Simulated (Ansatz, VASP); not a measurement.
## BiTe in VASP and in Ansatz

```xyz
2
Lattice="0.0000 3.2512 3.0236 3.2512 0.0000 3.0236 3.2512 3.2512 0.0000" Properties=species:S:1:pos:R:3 pbc="T T T"
Bi    0.0000    0.0000    0.0000
Te    3.2512    3.2512    3.0236
```

Change from the starting cell: mode 6 frozen in at +0.000 Å, normal strain along z -0.0700.

Alike in both runs: task single point; functional PBE; k mesh 12 × 12 × 12; occupations gaussian, width 0.15 eV; no spin polarisation.

|  | VASP | Ansatz |
| --- | --- | --- |
| version | VASP 6.6.1 | Ansatz 0.2.0 |
| potentials or method | VASP PAW PBE potentials, release 64 (Bi_d, Te), cutoff 520 eV | scalar-relativistic, plane waves, PAW |
| valence electrons in the cell | 21 | 31 |

Ansatz gave:

| Quantity | Value |
| --- | --- |
| gap on the k mesh at the Fermi level (eV) | none |
| pressure (GPa) | 4.7 |
| traceless stress, the component that is largest in VASP (GPa) | 5.96 |

Question: Estimate VASP's values.

Answer: gap on the k mesh at the Fermi level (eV): none; pressure (GPa): 4.6; traceless stress, the component that is largest in VASP (GPa): 5.94.

A gap of «none» marks a metal or a gap that the smearing closes. With one functional, cell and mesh, what is left measures potentials, basis and numerics. VASP's potentials hold 21 valence electrons a cell and Ansatz's 31, so a difference there can come from the potentials and not from the codes.

Spin-orbit coupling is off throughout.
